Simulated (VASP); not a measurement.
# W12C13O in VASP: further runs

The runs below take W12C13O through single point, with PBE+D3(BJ).

Everything below comes from runs of VASP 6.6.1. Logs are shortened: lines on timing, memory, paths and dates and some standing lists are left out, and cuts for length are marked.

## (1) The cell of the first run

The cell holds a slab with vacuum, 26 atoms: a = 5.807 Å, b = 5.807 Å, c = 18.070 Å, α = 90.00°, β = 90.00°, γ = 120.00°.

## (2) Single point, PBE+D3(BJ)

File INCAR:

```
SYSTEM = W12C13O
ALGO     = Normal         ! electronic algorithm
EDIFF    = 1E-6           ! SCF threshold, eV
ENCUT    = 520            ! plane-wave cutoff, eV
GGA      = PE             ! functional
ISIF     = 2              ! what is computed and relaxed
ISMEAR   = -1             ! smearing method
IVDW     = 12             ! dispersion correction
LASPH    = .TRUE.         ! aspherical terms in the spheres
LCHARG   = .FALSE.        ! write CHGCAR
LREAL    = Auto         
LWAVE    = .FALSE.        ! write WAVECAR
NBANDS   = 132            ! bands
NELM     = 100            ! most SCF steps
PREC     = Accurate       ! precision mode
SIGMA    = 0.15           ! smearing width, eV
```

File KPOINTS:

```
k-points
0
G
  3 3 1
  0 0 0
```

File POSCAR:

```
W12C13O
1.0
    5.8072000000      0.0000000000      0.0000000000
   -2.9036000000      5.0291830000      0.0000000000
    0.0000000000      0.0000000000     18.0700000000
W C O
12 13 1
Direct
    0.0000000000      0.0000000000      0.0553403431
    0.0312519618      0.0187306765      0.2141505257
    0.0357028379     -0.0166229783      0.3758439402
    0.0000008451      0.5000016901      0.0553403431
    0.0178060855      0.4975559649      0.2117598229
    0.0176589166      0.4774930640      0.3698727172
    0.5000000000      0.0000000000      0.0553403431
    0.5082120047      0.0072974079      0.2141892640
    0.5293150601      0.0017696711      0.3736912009
    0.5000008451      0.5000016901      0.0553403431
    0.5272395011      0.5194879566      0.2095351411
    0.5306746018      0.4918492725      0.3760154953
    0.3333336150      0.1666672300      0.1335915883
    0.3717175237      0.1662894351      0.2903818484
    0.3536354728      0.1401818148      0.4374875484
    0.3333344601      0.6666689202      0.1335915883
    0.3611287838      0.6932935230      0.2923630327
    0.3673709739      0.6609025760      0.4316104040
    0.8333336150      0.1666672300      0.1335915883
    0.8415938885      0.1665876943      0.2874322081
    0.8607798403      0.1743424330      0.4339789707
    0.8333344601      0.6666689202      0.1335915883
    0.8458950689      0.6647202935      0.2866519092
    0.8522619583      0.6686374308      0.4329717764
    0.3941093642      0.1587931877      0.5112949640
    0.3902019594      0.2166554687      0.5659158827
```

Potentials or basis: VASP PAW PBE potentials, release 64 (W_sv, C, O).

On the command line:

```bash
> cat potpaw_PBE.64/W_sv/POTCAR potpaw_PBE.64/C/POTCAR potpaw_PBE.64/O/POTCAR > POTCAR
> mpirun -np 1 vasp_std > vasp.out
```

OUTCAR:

```text
SYSTEM = W12C13O
   EDIFF = 1E-6
   ENCUT = 520
   GGA = PE
   ISIF = 2
   ISMEAR = -1
   IVDW = 12
   LASPH = .TRUE.
   LREAL = Auto
   NELM = 100
   PREC = Accurate
 IVDW          = 12

 ion  position               nearest neighbor table
   1  0.000  0.000  0.055-  22 2.19  19 2.19  13 2.19   2 2.87  10 2.90   4 2.90   7 2.90   7 2.90
                             4 2.90  10 2.90
   2  0.031  0.019  0.214-  13 2.10  20 2.16  14 2.20  23 2.21  19 2.27  22 2.30   8 2.80   5 2.82
                             1 2.87  11 2.90  11 2.91   3 2.93   5 2.99   8 3.00
   3  0.036  0.983  0.376-  24 1.90  15 1.95  21 2.12  23 2.28  14 2.29  20 2.48   9 2.81   6 2.89
                            12 2.89  12 2.91   6 2.93   2 2.93   9 3.00
   4  0.000  0.500  0.055-  16 2.19  22 2.19  19 2.19   5 2.83   7 2.90   1 2.90  10 2.90  10 2.90
                             1 2.90   7 2.90
   5  0.018  0.498  0.212-  16 2.13  20 2.16  23 2.18  19 2.19  17 2.26  22 2.27   2 2.82   4 2.83
                             6 2.86  11 2.90   8 2.91   8 2.91  11 2.91   2 2.99
   6  0.018  0.477  0.370-  21 1.92  18 2.08  24 2.13  20 2.16  17 2.24  23 2.35   9 2.80   5 2.86
                            12 2.87   3 2.89   3 2.93  12 2.94   9 3.01
   7  0.500  0.000  0.055-  16 2.19  13 2.19  19 2.19   8 2.87   4 2.90  10 2.90   1 2.90   1 2.90
                            10 2.90   4 2.90
   8  0.508  0.007  0.214-  14 2.03  17 2.12  20 2.14  19 2.19  13 2.22  16 2.25   2 2.80   7 2.87
                             9 2.89  11 2.89   5 2.91   5 2.91  11 2.92   2 3.00
   9  0.529  0.002  0.374-  15 1.96  21 1.99  18 2.01  17 2.14  14 2.21  20 2.21   6 2.80   3 2.81
                            12 2.84   8 2.89  12 2.97   3 3.00   6 3.01
  10  0.500  0.500  0.055-  22 2.19  16 2.19  13 2.19  11 2.79   1 2.90   7 2.90   4 2.90   4 2.90
                             7 2.90   1 2.90
  11  0.527  0.519  0.210-  22 2.06  23 2.13  16 2.20  13 2.25  17 2.27  14 2.30  10 2.79   8 2.89
                             2 2.90   5 2.90   2 2.91   5 2.91   8 2.92  12 3.01
  12  0.531  0.492  0.376-  24 1.92  18 1.95  15 2.09  14 2.25  23 2.26  17 2.40   9 2.84   6 2.87
                             3 2.89   3 2.91   6 2.94   9 2.97  11 3.01
  13  0.333  0.167  0.134-   2 2.10   1 2.19   7 2.19  10 2.19   8 2.22  11 2.25
  14  0.372  0.166  0.290-   8 2.03   2 2.20   9 2.21  12 2.25   3 2.29  11 2.30
  15  0.354  0.140  0.437-  25 1.35   3 1.95   9 1.96  12 2.09
  16  0.333  0.667  0.134-   5 2.13   7 2.19   4 2.19  10 2.19  11 2.20   8 2.25
  17  0.361  0.693  0.292-   8 2.12   9 2.14   6 2.24   5 2.26  11 2.27  12 2.40
  18  0.367  0.661  0.432-  12 1.95   9 2.01   6 2.08
  19  0.833  0.167  0.134-   5 2.19   8 2.19   7 2.19   1 2.19   4 2.19   2 2.27
  20  0.842  0.167  0.287-   8 2.14   5 2.16   2 2.16   6 2.16   9 2.21   3 2.48
  21  0.861  0.174  0.434-   6 1.92   9 1.99   3 2.12
  22  0.833  0.667  0.134-  11 2.06   1 2.19  10 2.19   4 2.19   5 2.27   2 2.30
  23  0.846  0.665  0.287-  11 2.13   5 2.18   2 2.21  12 2.26   3 2.28   6 2.35
  24  0.852  0.669  0.433-   3 1.90  12 1.92   6 2.13
  25  0.394  0.159  0.511-  26 1.05  15 1.35
  26  0.390  0.217  0.566-  25 1.05

  LATTYP: Found a hexagonal cell.
 ALAT       =     5.8072000000
 C/A-ratio  =     3.1116544979

  Lattice vectors:

 A1 = (   5.8072000000,   0.0000000000,   0.0000000000)
 A2 = (  -2.9036000000,   5.0291830000,   0.0000000000)
 A3 = (   0.0000000000,   0.0000000000,  18.0700000000)

Analysis of symmetry for initial positions (statically):
=====================================================================
 Subroutine PRICEL returns:
 Original cell was already a primitive cell.

 Routine SETGRP: Setting up the symmetry group for a
 hexagonal supercell.

 Subroutine GETGRP returns: Found  1 space group operations
 (whereof  1 operations were pure point group operations)
 out of a pool of 24 trial point group operations.

The static configuration has the point symmetry C_1 .

Analysis of symmetry for dynamics (positions and initial velocities):
=====================================================================
 Subroutine PRICEL returns:
 Original cell was already a primitive cell.

 Routine SETGRP: Setting up the symmetry group for a
 hexagonal supercell.

 Subroutine GETGRP returns: Found  1 space group operations
 (whereof  1 operations were pure point group operations)
 out of a pool of 24 trial point group operations.

The dynamic configuration has the point symmetry C_1 .

 Subroutine INISYM returns: Found  1 space group operations
 (whereof  1 operations are pure point group operations),
 and found     1 'primitive' translations

----------------------------------------------------------------------------------------

                                     Primitive cell

  volume of cell :     527.7429

  direct lattice vectors                    reciprocal lattice vectors
     5.807200000  0.000000000  0.000000000     0.172200028  0.099419727  0.000000000
    -2.903600000  5.029183000  0.000000000     0.000000000  0.198839454  0.000000000
     0.000000000  0.000000000 18.070000000     0.000000000  0.000000000  0.055340343

  length of vectors
[... 74 lines left out ...]
  Length of vectors
     0.066279821  0.066279818  0.055340343

  Shift w.r.t. Gamma in fractional coordinates (k-lattice)
     0.000000000  0.000000000  0.000000000

 Subroutine IBZKPT returns following result:
 ===========================================

 Found      5 irreducible k-points:

 Following reciprocal coordinates:
            Coordinates               Weight
  0.000000  0.000000  0.000000      1.000000
  0.333333  0.000000  0.000000      2.000000
  0.000000  0.333333  0.000000      2.000000
 -0.333333  0.333333  0.000000      2.000000
  0.333333  0.333333  0.000000      2.000000
   k-points           NKPTS =      5   k-points in BZ     NKDIM =      5   number of bands    NBANDS=    132
   number of dos      NEDOS =    301   number of ions     NIONS =     26
   total plane-waves  NPLWV = 322560
   dimension x,y,z NGX =    48 NGY =   48 NGZ =  140
   dimension x,y,z NGXF=    96 NGYF=   96 NGZF=  280
   ions per type =              12  13   1
   NGX,Y,Z   is equivalent  to a cutoff of  13.74, 13.74, 12.88 a.u.
   NGXF,Y,Z  is equivalent  to a cutoff of  27.48, 27.48, 25.76 a.u.
 SYSTEM =  W12C13O
   PREC   = accura    normal or accurate (medium, high low for compatibility)
   ISTART =      0    job   : 0-new  1-cont  2-samecut
   ICHARG =      2    charge: 1-file 2-atom 10-const
   ISPIN  =      1    spin polarized calculation?
   LNONCOLLINEAR =      F non collinear calculations
   LSORBIT =      F    spin-orbit coupling
   LASPH  =      T    aspherical Exc in radial PAW
   ENCUT  =  520.0 eV  38.22 Ry    6.18 a.u.  10.80 10.80 33.60*2*pi/ulx,y,z
   NELM   =    100;   NELMIN=  2; NELMDL= -5     # of ELM steps
   EDIFF  = 0.1E-05   stopping-criterion for ELM
   LREAL  =      T    real-space projection
   EDIFFG = 0.1E-04   stopping-criterion for IOM
   NSW    =      0    number of steps for IOM
   IBRION =     -1    ionic relax: 0-MD 1-quasi-New 2-CG
   NFREE  =      0    steps in history (QN), initial steepest desc. (CG)
   ISIF   =      2    stress and relaxation
   ISYM   =      2    0-nonsym 1-usesym 2-fastsym
   POTIM  = 0.5000    time-step for ionic-motion
   TEBEG  =    0.0;   TEEND  =   0.0 temperature during run
   PSTRESS=    0.0 pullay stress
   NELECT =     226.0000    total number of electrons
   NUPDOWN=      -1.0000    fix difference up-down
   EMIN   =  10.00;   EMAX   =-10.00  energy-range for DOS
   EFERMI =   0.00;   METHOD = LEGACY
   ISMEAR =    -1;   SIGMA  =   0.15  broadening in eV -4-tet -1-fermi 0-gaus
   EFERMI_NEDOS =   21; number of points for ismear=-14 and -15
   IALGO  =     38    algorithm
   IMIX   =      4    mixing-type and parameters
     AMIX     =   0.40;   BMIX     =  1.00
     AMIX_MAG =   1.60;   BMIX_MAG =  1.00
  volume/ion in A,a.u.               =      20.30       136.98
  Fermi-wavevector in a.u.,A,eV,Ry     =   1.233967  2.331859 20.717243  1.522674
  Thomas-Fermi vector in A             =   2.368676
   LORBIT       =      0    0 simple, 1 ext, 2 COOP (PROOUT), +10 PAW based schemes
   GGA     = PE    functional components
   LHFCALC =     F    Hartree Fock is set to
   AEXX    =    0.0000 exact exchange contribution
   IVDW    =    12    specifies the selected vdW correction
   LEPSILON=     F    determine dielectric tensor
   LRPA    =     F    only Hartree local field effects (RPA)
 non-spin polarized calculation
  energy-cutoff  :      520.00
  volume of cell :      527.74
 maximum number of plane-waves:     14247
 NGX is ok and might be reduce to    48
   NGX = 21   NGY = 21   NGZ = 67

 number of electron     225.9999989 magnetization

 Free energy of the ion-electron system (eV)
  ---------------------------------------------------
  ext. energy  EPLUGINS =         0.00000000
  ---------------------------------------------------
  free energy    TOTEN  =      -265.94424116 eV

  energy without entropy =     -265.48281365  energy(sigma->0) =     -265.71352740

 E-fermi :   3.1310     XC(G=0):  -8.0006

 val. band max:        3.1012748995   @ k =  -0.3333   0.3333   0.0000
 cond. band min:       3.2084935770   @ k =   0.0000   0.0000   0.0000
 fundamental gap:      0.1072186775
 Fermi energy:         3.1309764472

 k-point     1 :       0.0000    0.0000    0.0000
  band No.  band energies     occupation
      1     -71.0841      2.00000
      2     -71.0370      2.00000
      3     -71.0269      2.00000
      4     -70.9908      2.00000
      5     -70.9839      2.00000
      6     -70.9712      2.00000
[... 629 lines left out ...]
    124       5.0169      0.00001
    125       5.0706      0.00000
 [bands above 125 left out]

------------------------ aborting loop because EDIFF is reached ----------------------------------------

 Edisp (eV)   -8.54794

 E8    (eV) :    -3.9745

  FORCE on cell =-STRESS in cart. coord.  units (eV):
  Direction    XX          YY          ZZ          XY          YZ          ZX
  --------------------------------------------------------------------------------------
  -------------------------------------------------------------------------------------
  Total      10.87746    10.48234    21.54979     1.12244     6.50896   -11.81352
  in kB      33.02295    31.82338    65.42311     3.40763    19.76057   -35.86472
  external pressure =       43.42 kB  Pullay stress =        0.00 kB

 VOLUME and BASIS-vectors are now :
 -----------------------------------------------------------------------------
  energy-cutoff  :      520.00
  volume of cell :      527.74
      direct lattice vectors                 reciprocal lattice vectors
     5.807200000  0.000000000  0.000000000     0.172200028  0.099419727  0.000000000
    -2.903600000  5.029183000  0.000000000     0.000000000  0.198839454  0.000000000
     0.000000000  0.000000000 18.070000000     0.000000000  0.000000000  0.055340343

 POSITION                                       TOTAL-FORCE (eV/Angst)
 -----------------------------------------------------------------------------------
      0.00000      0.00000      1.00000         0.111435      0.176589      1.052344
      0.12710      0.09420      3.86970        -1.601486     -2.337822     -0.007403
     -2.64800      4.94558      6.79150        -4.332725      0.845203     -3.327703
     -1.45180      2.51460      1.00000         0.152392     -0.017106      0.771142
     -1.34130      2.50230      3.82650        -1.418769      1.067374      0.322347
     -1.28390      2.40140      6.68360        -0.263772      3.077274      0.085604
[... 18 lines left out ...]
      1.82760      0.79860      9.23910         0.938027     -3.558000    -16.846147
      1.63690      1.08960     10.22610        -2.049757      4.224973     17.579736
 -----------------------------------------------------------------------------------
    total drift:                               -0.001025      0.005652     -0.033431

  FREE ENERGIE OF THE ION-ELECTRON SYSTEM (eV)
  ---------------------------------------------------
  free  energy   TOTEN  =      -274.4921827032 eV

  energy  without entropy=     -274.0307551994  energy(sigma->0) =     -274.26146895
```

Wall time 14 min (1 thread of Intel Xeon 6975P-C (Granite Rapids), shared host); peak memory 0.77 GiB.

Results:

* Free energy: -274.4922 eV
* Largest force: 18.196 eV/Å
* Band gap on the k mesh: zero (bands 113 and 114 overlap by 0.48 eV)
* Dispersion energy per atom: -0.329 eV

Forces on the atoms (eV/Å):
```
W     0.111   0.177   1.052
W    -1.601  -2.338  -0.007
W    -4.333   0.845  -3.328
W     0.152  -0.017   0.771
W    -1.419   1.067   0.322
W    -0.264   3.077   0.086
W     0.122   0.071   1.078
W     1.901  -0.680  -1.553
W     2.074  -2.300  -2.560
W     0.137   0.149   0.565
W    -1.073  -1.496   2.449
W    -1.178   0.899  -3.126
C     0.689   0.559  -1.058
C    -2.137   0.975   0.379
C     0.771   1.468   3.840
C     0.511   0.359  -1.127
C     0.624  -2.316  -1.148
C    -0.677  -0.144   0.898
C     0.467   0.025  -0.945
C     1.405   0.348   0.247
C     1.372  -1.455   1.168
C     1.125   0.589  -1.087
C     0.930   0.429   0.486
C     1.400  -0.958   1.864
C     0.938  -3.558 -16.846
O    -2.050   4.225  17.580
```

Levels at points of the mesh, in eV from the Fermi level:
```
           k point  band 110  band 111  band 112  band 113  band 114  band 115  band 116  band 117
(0.00, 0.00, 0.00)     -0.24      0.08      0.40      0.45      0.45      0.66      0.84      1.07
```

Caveat: the k points lie up to 0.42 Å⁻¹ apart; the atoms stand as in a frame of molecular dynamics; there is no dipole correction, which matters where the two faces differ; spin-orbit coupling is left out, which moves the levels of the heavy elements.

(Continued in part 2 of 2.)

The gap in the log of VASP goes by the Fermi energy; the results here count the filled bands.